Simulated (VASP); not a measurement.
A run of VASP 6.6.1 is set up as follows.

File INCAR:

```
SYSTEM = Mn
PREC     = Accurate       ! precision mode
ENCUT    = 520            ! plane-wave cutoff, eV
EDIFF    = 1E-6           ! SCF threshold, eV
ISMEAR   = -1             ! smearing method
SIGMA    = 0.1            ! smearing width, eV
LREAL    = .FALSE.        ! projectors in reciprocal space
LASPH    = .TRUE.         ! aspherical terms in the spheres
NELM     = 80             ! most SCF steps
ALGO     = Normal         ! electronic algorithm
ISIF     = 2              ! what is computed and relaxed
LWAVE    = .FALSE.        ! write WAVECAR
LCHARG   = .TRUE.         ! write CHGCAR
GGA      = PS             ! functional
LELF     = .TRUE.         ! ELF
LVHAR    = .TRUE.       
NBANDS   = 34             ! bands
```

KPOINTS

```
regular mesh
0
G
  14 14 4
  0 0 0
```

POSCAR

```
Mn
1.0
    2.4550457766      0.0000000000      0.0000000000
   -1.2275228883      2.1261320100      0.0000000000
    0.0000000000      0.0000000000      7.9176401885
Mn
4
Direct
    1.0000000000      0.0000000000      1.0000000000
    1.0000000000      0.0000000000      0.5000000000
    0.3333333333      0.6666666667      0.2500000000
    0.6666666667      0.3333333333      0.7500000000
```

Potentials or basis: VASP PAW PBE potentials, release 64 (Mn_pv).

Command:

```console
$ cat potpaw_PBE.64/Mn_pv/POTCAR > POTCAR
$ mpirun -np 1 vasp_std > vasp.out
```

Task: What does it give for the band gap on the k mesh?

Result: Zero (band 26 reaches 12.23 eV, above the bottom of band 27 at 10.00 eV).

Task: What does it give for the pressure?

Result: -0.1 GPa.

Stress tensor (GPa, compression positive):
```
-0.03  0.00  0.00
 0.00 -0.03  0.00
 0.00  0.00 -0.17
```

Caveat: the PAW data sets were made with another functional, which shifts forces and pressure a little; the run has no spin polarisation, though such a crystal can be magnetic. Spin polarisation is off, so any magnetic state and its effect on volume and gap are missing.
